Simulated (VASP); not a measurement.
## Si: single point with LDA

Crystal: Si.

```
CELL_PARAMETERS angstrom
-1.58026 1.58026 1.58026
1.58026 -1.58026 1.58026
1.58026 1.58026 -1.58026
ATOMIC_POSITIONS crystal
Si 0.00000 0.00000 0.00000
```

This cell differs from its parent crystal: volume scaled by 1.12.

- Program: VASP 6.6.1
- Task: single point
- Functional: LDA
- Potentials or basis: VASP PAW LDA potentials, release 64 (Si)
- Cutoff: 520 eV
- k mesh: 16 × 16 × 16
- Occupations: fermi-dirac, width 0.1 eV
- Spin: no spin polarisation

```
Pressure               : -8.9 GPa
Band gap on the k mesh : zero (band 2 reaches 19.15 eV, above the bottom of band 3 at 5.26 eV)
```

Levels at points of the mesh, in eV from the Fermi level:
| k point | band 1 | band 2 | band 3 | band 4 | band 5 |
| --- | --- | --- | --- | --- | --- |
| (0.00, 0.00, 0.00) | -13.47 | 10.28 | 10.28 | 10.28 | 12.21 |
| (0.50, 0.00, 0.00) | -6.71 | -5.97 | 4.99 | 7.55 | 7.61 |
| (0.50, 0.50, 0.50) | -0.45 | -0.45 | -0.45 | 0.29 | 2.69 |

Run time: 5.3 s on 1 thread of AMD EPYC 9R45 96-Core Processor (Zen 5) (shared host), peak memory 0.09 GiB.
